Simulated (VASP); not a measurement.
# SnSe (P6_3/mmc) in VASP: further runs

SnSe is run at these levels: PBE; tasks: single point.

Everything below comes from runs of VASP 6.6.1. Logs are shortened: lines on timing, memory, paths and dates and some standing lists are left out, and cuts for length are marked.

## Step 1: The cell of the first run

Symmetry: P6_3/mmc, No. 194, hexagonal system. The conventional cell has a = 4.796 Å, b = 4.796 Å, c = 5.748 Å, α = 90.00°, β = 90.00°, γ = 120.00°. Within 3.6 Å of Sn (site symmetry -6m2) lie 5 Se at 2.77 to 2.87 Å. Within 3.6 Å of Se (site symmetry -6m2) lie 5 Sn at 2.77 to 2.87 Å.

## Step 2: Single point, PBE

INCAR reads:

```
PREC = Accurate
ENCUT = 520
EDIFF = 1E-7
ISMEAR = -1
SIGMA = 0.1
LREAL = F
LASPH = T
NELM = 60
ALGO = Normal
ISIF = 2
LWAVE = F
LCHARG = F
GGA = PE
NBANDS = 28
```

KPOINTS reads:

```
regular mesh
0
Gamma
  9 9 5
```

POSCAR reads:

```
SnSe
1.0
    4.7963903545      0.0000000000      0.0000000000
   -2.3981951773      4.1537958935      0.0000000000
    0.0000000000      0.0000000000      5.7483615949
Sn Se
2 2
Direct
    0.3333333333      0.6666666667     -0.0620085990
    0.6666666667      0.3333333333      0.4379914010
    0.3333333333      0.6666666667      0.4380085990
    0.6666666667      0.3333333333      0.9380085990
```

Potentials or basis: VASP PAW PBE potentials, release 64 (Sn_d, Se).

Started as:

```bash
$ cat potpaw_PBE.64/Sn_d/POTCAR potpaw_PBE.64/Se/POTCAR > POTCAR
$ mpirun -np 1 vasp_std > vasp.out
```

OUTCAR:

```text
PREC = Accurate
   ENCUT = 520
   EDIFF = 1E-7
   ISMEAR = -1
   LREAL = F
   LASPH = T
   NELM = 60
   ISIF = 2
   GGA = PE

 ion  position               nearest neighbor table
   1  0.333  0.667  0.938-   4 2.77   4 2.77   4 2.77   3 2.87   3 2.87
   2  0.667  0.333  0.438-   3 2.77   3 2.77   3 2.77   4 2.87   4 2.87
   3  0.333  0.667  0.438-   2 2.77   2 2.77   2 2.77   1 2.87   1 2.87
   4  0.667  0.333  0.938-   1 2.77   1 2.77   1 2.77   2 2.87   2 2.87

  LATTYP: Found a hexagonal cell.
 ALAT       =     4.7963903545
 C/A-ratio  =     1.1984765980

  Lattice vectors:

 A1 = (   4.7963903545,   0.0000000000,   0.0000000000)
 A2 = (  -2.3981951773,   4.1537958935,   0.0000000000)
 A3 = (   0.0000000000,   0.0000000000,   5.7483615949)

Analysis of symmetry for initial positions (statically):
=====================================================================
 Subroutine PRICEL returns:
 Original cell was already a primitive cell.

 Routine SETGRP: Setting up the symmetry group for a
 hexagonal supercell.

 Subroutine GETGRP returns: Found 12 space group operations
 (whereof  6 operations were pure point group operations)
 out of a pool of 24 trial point group operations.

The static configuration has the point symmetry C_3v.
 The point group associated with its full space group is C_6v.

Analysis of symmetry for dynamics (positions and initial velocities):
=====================================================================
 Subroutine PRICEL returns:
 Original cell was already a primitive cell.

 Routine SETGRP: Setting up the symmetry group for a
 hexagonal supercell.

 Subroutine GETGRP returns: Found 12 space group operations
 (whereof  6 operations were pure point group operations)
 out of a pool of 24 trial point group operations.

The dynamic configuration has the point symmetry C_3v.
 The point group associated with its full space group is C_6v.

 Subroutine INISYM returns: Found 12 space group operations
 (whereof  6 operations are pure point group operations),
 and found     1 'primitive' translations

----------------------------------------------------------------------------------------

                                     Primitive cell

  volume of cell :     114.5259

  direct lattice vectors                    reciprocal lattice vectors
     4.796390354  0.000000000  0.000000000     0.208490120  0.120371827  0.000000000
    -2.398195177  4.153795893  0.000000000     0.000000000  0.240743654  0.000000000
[... 84 lines left out ...]
   LNONCOLLINEAR =      F non collinear calculations
   LSORBIT =      F    spin-orbit coupling
   LASPH  =      T    aspherical Exc in radial PAW
   ENCUT  =  520.0 eV  38.22 Ry    6.18 a.u.   8.92  8.92 10.69*2*pi/ulx,y,z
   NELM   =     60;   NELMIN=  2; NELMDL= -5     # of ELM steps
   EDIFF  = 0.1E-06   stopping-criterion for ELM
   LREAL  =      F    real-space projection
   EDIFFG = 0.1E-05   stopping-criterion for IOM
   NSW    =      0    number of steps for IOM
   IBRION =     -1    ionic relax: 0-MD 1-quasi-New 2-CG
   NFREE  =      0    steps in history (QN), initial steepest desc. (CG)
   ISIF   =      2    stress and relaxation
   ISYM   =      2    0-nonsym 1-usesym 2-fastsym
   POTIM  = 0.5000    time-step for ionic-motion
   TEBEG  =    0.0;   TEEND  =   0.0 temperature during run
   PSTRESS=    0.0 pullay stress
   NELECT =      40.0000    total number of electrons
   NUPDOWN=      -1.0000    fix difference up-down
   EMIN   =  10.00;   EMAX   =-10.00  energy-range for DOS
   EFERMI =   0.00;   METHOD = LEGACY
   ISMEAR =    -1;   SIGMA  =   0.10  broadening in eV -4-tet -1-fermi 0-gaus
   EFERMI_NEDOS =   21; number of points for ismear=-14 and -15
   IALGO  =     38    algorithm
   IMIX   =      4    mixing-type and parameters
     AMIX     =   0.40;   BMIX     =  1.00
     AMIX_MAG =   1.60;   BMIX_MAG =  1.00
  volume/ion in A,a.u.               =      28.63       193.21
  Fermi-wavevector in a.u.,A,eV,Ry     =   1.152905  2.178675 18.084732  1.329190
  Thomas-Fermi vector in A             =   2.289553
   LORBIT       =      0    0 simple, 1 ext, 2 COOP (PROOUT), +10 PAW based schemes
   GGA     = PE    functional components
   LHFCALC =     F    Hartree Fock is set to
   AEXX    =    0.0000 exact exchange contribution
   IVDW    =     0    specifies the selected vdW correction
   LEPSILON=     F    determine dielectric tensor
   LRPA    =     F    only Hartree local field effects (RPA)
 non-spin polarized calculation
  energy-cutoff  :      520.00
  volume of cell :      114.53
 maximum number of plane-waves:      3117
 NGX is ok and might be reduce to    36
   NGX = 17   NGY = 17   NGZ = 21

 number of electron      40.0000002 magnetization

 Free energy of the ion-electron system (eV)
  ---------------------------------------------------
  ext. energy  EPLUGINS =         0.00000000
  ---------------------------------------------------
  free energy    TOTEN  =       -15.42188044 eV

  energy without entropy =      -15.41180914  energy(sigma->0) =      -15.41684479

 E-fermi :   5.8545     XC(G=0):  -9.0933

 val. band max:        5.7010831382   @ k =   0.3333   0.3333   0.4000
 cond. band min:       6.1266562037   @ k =   0.1111   0.1111   0.0000
 fundamental gap:      0.4255730655
 Fermi energy:         5.8545010842

 k-point     1 :       0.0000    0.0000    0.0000
  band No.  band energies     occupation
      1     -16.2976      2.00000
      2     -16.2690      2.00000
      3     -16.2690      2.00000
      4     -16.2682      2.00000
      5     -16.2682      2.00000
      6     -16.2470      2.00000
[... 733 lines left out ...]
     27      10.9838      0.00000
     28      12.2952      0.00000

 [... further k-points ...]
[... 5 lines left out ...]
  --------------------------------------------------------------------------------------
  -------------------------------------------------------------------------------------
  Total        7.1670940      7.1670940      7.1696539     -0.0000000      0.0000000      0.0000000
  in kB      100.2651324    100.2651324    100.3009447     -0.0000000      0.0000000      0.0000000
  external PRESSURE =     100.2770698 kB  Pullay stress =       0.0000000 kB

 VOLUME and BASIS-vectors are now :
 -----------------------------------------------------------------------------
  energy-cutoff  :      520.00
  volume of cell :      114.53
      direct lattice vectors                 reciprocal lattice vectors
     4.796390354  0.000000000  0.000000000     0.208490120  0.120371827  0.000000000
    -2.398195177  4.153795893  0.000000000     0.000000000  0.240743654  0.000000000
     0.000000000  0.000000000  5.748361595     0.000000000  0.000000000  0.173962612

 POSITION                                       TOTAL-FORCE (eV/Angst)
 -----------------------------------------------------------------------------------
     -0.00000      2.76920      5.39191        -0.000000      0.000000      0.000049
      2.39820      1.38460      2.51773        -0.000000     -0.000000      0.000049
     -0.00000      2.76920      2.51783         0.000000     -0.000000     -0.000049
      2.39820      1.38460      5.39201         0.000000      0.000000     -0.000049
 -----------------------------------------------------------------------------------
    total drift:                               -0.000000      0.000000     -0.000390

  FREE ENERGIE OF THE ION-ELECTRON SYSTEM (eV)
  ---------------------------------------------------
  free  energy   TOTEN  =       -15.4218804380 eV

  energy  without entropy=      -15.4118091387  energy(sigma->0) =      -15.41684479
```

OSZICAR:

```text
N       E                     dE             d eps       ncg     rms          rms(c)
DAV:   1     0.374095650674E+03    0.37410E+03   -0.19337E+04  2072   0.179E+03
DAV:   2     0.384127250305E+02   -0.33568E+03   -0.32660E+03  2024   0.474E+02
DAV:   3    -0.132909507832E+02   -0.51704E+02   -0.50383E+02  2476   0.160E+02
DAV:   4    -0.157503534886E+02   -0.24594E+01   -0.24494E+01  2364   0.361E+01
DAV:   5    -0.158059647028E+02   -0.55611E-01   -0.55603E-01  2660   0.606E+00    0.626E+00
DAV:   6    -0.154408126289E+02    0.36515E+00   -0.70476E-01  2740   0.426E+00    0.388E+00
DAV:   7    -0.154213299858E+02    0.19483E-01   -0.26824E-01  2512   0.192E+00    0.135E+00
DAV:   8    -0.154210396130E+02    0.29037E-03   -0.30105E-02  2416   0.120E+00    0.198E-01
DAV:   9    -0.154213832644E+02   -0.34365E-03   -0.36931E-03  2328   0.470E-01    0.753E-02
DAV:  10    -0.154217526277E+02   -0.36936E-03   -0.58601E-04  2228   0.115E-01    0.269E-02
DAV:  11    -0.154218764585E+02   -0.12383E-03   -0.26024E-04  2308   0.817E-02    0.202E-02
DAV:  12    -0.154218789153E+02   -0.24568E-05   -0.17826E-05  2392   0.257E-02    0.818E-03
DAV:  13    -0.154218801195E+02   -0.12043E-05   -0.53339E-06  1988   0.943E-03    0.242E-03
DAV:  14    -0.154218804439E+02   -0.32434E-06   -0.65570E-07  2132   0.683E-03    0.216E-03
DAV:  15    -0.154218804380E+02    0.58708E-08   -0.78817E-08  1512   0.273E-03
   1 F= -.15421880E+02 E0= -.15416845E+02  d E =-.100713E-01
```

stdout:

```text
POSCAR found type information on POSCAR SnSe
 POSCAR found :  2 types and       4 ions
 scaLAPACK will be used
 LDA part: xc-table for (Slater+PW92), standard interpolation
 POSCAR, INCAR and KPOINTS ok, starting setup
 FFT: planning ... GRIDC
 FFT: planning ... GRID_SOFT
 FFT: planning ... GRID
 WAVECAR not read
 entering main loop
```

Run time: 2.7 min. Hardware: 1 thread of Intel Xeon 8259CL, shared host; peak memory 0.29 GiB.

What came out:

* Free energy: -15.4219 eV
* Pressure: 10.0 GPa
* Band gap on the k mesh: 0.43 eV (least direct gap 1.05 eV)

Caveat: the cell stands under pressure; semilocal functionals underestimate gaps, and a narrow one can read as zero; spin-orbit coupling is left out, which moves the levels of the heavy elements. A k mesh can miss the band edges.

## Step 3: Single point, PBE

INCAR reads:

```
PREC = Accurate
ENCUT = 520
EDIFF = 1E-6
ISMEAR = -1
SIGMA = 0.1
LREAL = F
LASPH = T
NELM = 100
ALGO = Normal
ISIF = 2
LWAVE = F
LCHARG = F
GGA = PE
NBANDS = 28
```

KPOINTS is that of step 2.

POSCAR: that of step 2 with these lines changed.

```diff
@@ -3,3 +3,3 @@
     4.7963903545      0.0000000000      0.0000000000
-   -2.3981951773      4.1537958935      0.0000000000
+   -2.3981951772      4.1537958935      0.0000000000
     0.0000000000      0.0000000000      5.7483615949
```

Potentials or basis: VASP PAW PBE potentials, release 64 (Sn_d, Se).

Started as:

```bash
$ cat potpaw_PBE.64/Sn_d/POTCAR potpaw_PBE.64/Se/POTCAR > POTCAR
$ mpirun -np 1 vasp_std > vasp.out
```

It took 2.6 min on 1 thread of Intel Xeon 8259CL, shared host; peak memory 0.29 GiB.

The run converged. Its results:

| Item | Value |
| --- | --- |
| Free energy | -15.4219 eV |
| Pressure | 10.0 GPa |
| Band gap on the k mesh | 0.43 eV (least direct gap 1.05 eV) |

Levels at points of the mesh, in eV from the valence-band top:
| k point | band 16 | band 17 | band 18 | band 19 | band 20 | band 21 | band 22 | band 23 | band 24 | band 25 |
| --- | --- | --- | --- | --- | --- | --- | --- | --- | --- | --- |
| (0.00, 0.00, 0.00) | -4.61 | -4.61 | -3.02 | -3.02 | -2.92 | 0.65 | 0.65 | 2.61 | 2.61 | 4.24 |

Caveat: the cell stands under pressure; semilocal functionals underestimate gaps, and a narrow one can read as zero; spin-orbit coupling is left out, which moves the levels of the heavy elements.

## Step 4: Single point, PBE

This run uses another cell than the first one, of 23.40 Å³/atom.

INCAR reads:

```
PREC = Accurate ; ENCUT = 520
EDIFF = 1E-6 ; ISMEAR = -1
SIGMA = 0.1 ; LREAL = F
LASPH = T ; NELM = 60
ALGO = Normal ; ISIF = 2
LWAVE = F ; LCHARG = F
GGA = PE ; NBANDS = 28
```

KPOINTS reads:

```
regular mesh
0
Gamma
  10 10 6
```

POSCAR reads:

```
SnSe
1.0
    3.7568409071      0.0000000000      0.0000000000
   -1.8784204536      3.2535196635      0.0000000000
    0.0000000000      0.0000000000      7.6567735581
Sn Se
2 2
Direct
    0.0000000000      0.0000000000      0.0000000000
    0.0000000000      0.0000000000      0.5000000000
    0.3333333333      0.6666666667      0.2500000000
    0.6666666667      0.3333333333      0.7500000000
```

Started as:

```bash
$ cat potpaw_PBE.64/Sn_d/POTCAR potpaw_PBE.64/Se/POTCAR > POTCAR
$ mpirun -np 1 vasp_std > vasp.out
```

Run time: 2.8 min. Hardware: 1 thread of Intel Xeon 8259CL, shared host; peak memory 0.29 GiB.

It converged, with:

```
Free energy            : -15.6508 eV
Pressure               : 10.0 GPa
Band gap on the k mesh : zero (bands 20 and 21 overlap by 1.76 eV)
```

Levels at points of the mesh, in eV from the Fermi level:
| k point | band 16 | band 17 | band 18 | band 19 | band 20 | band 21 | band 22 | band 23 | band 24 | band 25 |
| --- | --- | --- | --- | --- | --- | --- | --- | --- | --- | --- |
| (0.00, 0.00, 0.00) | -1.84 | -1.84 | -1.51 | -1.51 | 0.92 | 2.22 | 3.55 | 3.55 | 3.66 | 3.66 |
| (0.50, 0.00, 0.00) | -5.82 | -3.48 | -2.10 | -1.96 | -0.72 | -0.55 | 0.93 | 1.37 | 3.55 | 3.59 |
| (0.00, 0.00, 0.50) | -1.67 | -1.67 | -1.67 | -1.11 | -1.11 | 3.14 | 3.14 | 3.48 | 3.48 | 3.48 |
| (0.50, 0.00, 0.50) | -4.45 | -3.60 | -3.60 | -2.94 | -2.94 | 2.10 | 2.10 | 2.55 | 2.55 | 3.22 |

Caveat: the cell stands under pressure; spin-orbit coupling is left out, which moves the levels of the heavy elements.

The gap in the log of VASP goes by the Fermi energy; the results here count the filled bands.